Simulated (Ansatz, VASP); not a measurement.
**Two plane-wave programs on LiCl**

File INCAR:

```
SYSTEM = LiCl
PREC = Accurate
ENCUT = 520
EDIFF = 1E-6
ISMEAR = 0
SIGMA = 0.1
LREAL = .False.
LASPH = .True.
NELM = 100
ALGO = Normal
ISIF = 2
LWAVE = .False.
LCHARG = .False.
GGA = PE
NBANDS = 30
```

Contents of KPOINTS:

```
regular mesh
0
Gamma
  4 4 6
  0 0 0
```

POSCAR

```
LiCl
1.0
    5.9934171700      0.0000000000      0.0000000000
    0.0000000000      5.9934171700      0.0000000000
    0.0000000000      0.0000000000      3.5398229300
Li Cl
4 4
Direct
    0.6823628100      0.6823628100      0.0000000000
    0.8176371900      0.1823628100      0.5000000000
    0.3176371900      0.3176371900      0.0000000000
    0.1823628100      0.8176371900      0.5000000000
    0.8176371900      0.8176371900      0.5000000000
    0.6823628100      0.3176371900      0.0000000000
    0.1823628100      0.1823628100      0.5000000000
    0.3176371900      0.6823628100      0.0000000000
```

Input for Ansatz:

```yaml
crystal:
  lattice:
    - [5.99341717, 0.0, 0.0]
    - [0.0, 5.99341717, 0.0]
    - [0.0, 0.0, 3.53982293]
  atoms:
    - { symbol: Li, position: [0.68236281, 0.68236281, 0.0] }
    - { symbol: Li, position: [0.81763719, 0.18236281, 0.5] }
    - { symbol: Li, position: [0.31763719, 0.31763719, 0.0] }
    - { symbol: Li, position: [0.18236281, 0.81763719, 0.5] }
    - { symbol: Cl, position: [0.81763719, 0.81763719, 0.5] }
    - { symbol: Cl, position: [0.68236281, 0.31763719, 0.0] }
    - { symbol: Cl, position: [0.18236281, 0.18236281, 0.5] }
    - { symbol: Cl, position: [0.31763719, 0.68236281, 0.0] }
basis:
  ecutwfc: 420
kpoints:
  mp_grid: { grid: [4, 4, 6] }
hamiltonian:
  xc: pbe
scf:
  occupations: { method: gaussian, width: 0.1 }
  lower_state_search: "off"
output:
  forces: true
  stress: true
  eigenvalues: true
```

Alike in both runs: task single point; functional PBE; k mesh 4 × 4 × 6; occupations gaussian, width 0.1 eV; no spin polarisation.

|  | VASP | Ansatz |
| --- | --- | --- |
| version | VASP 6.6.1 | Ansatz 0.2.0 |
| potentials or method | VASP PAW PBE potentials, release 64 (Li_sv, Cl), cutoff 520 eV | scalar-relativistic, plane waves, PAW |
| valence electrons in the cell | 40 | 40 |

|  | VASP | Ansatz | Ansatz less VASP |
| --- | --- | --- | --- |
| gap on the k mesh at the Fermi level (eV) | 6.75 | 6.74 | -0.004 |
| least direct gap on the mesh (eV) | 6.75 | 6.74 | -0.004 |
| rms of the force components (eV/Å) | 0.159 | 0.159 | +0.0005 |

Atom by atom the forces differ by 0.006 eV/Å (rms over components).

Noted on VASP's run: the cutoff is short for stress, so the pressure is rough.
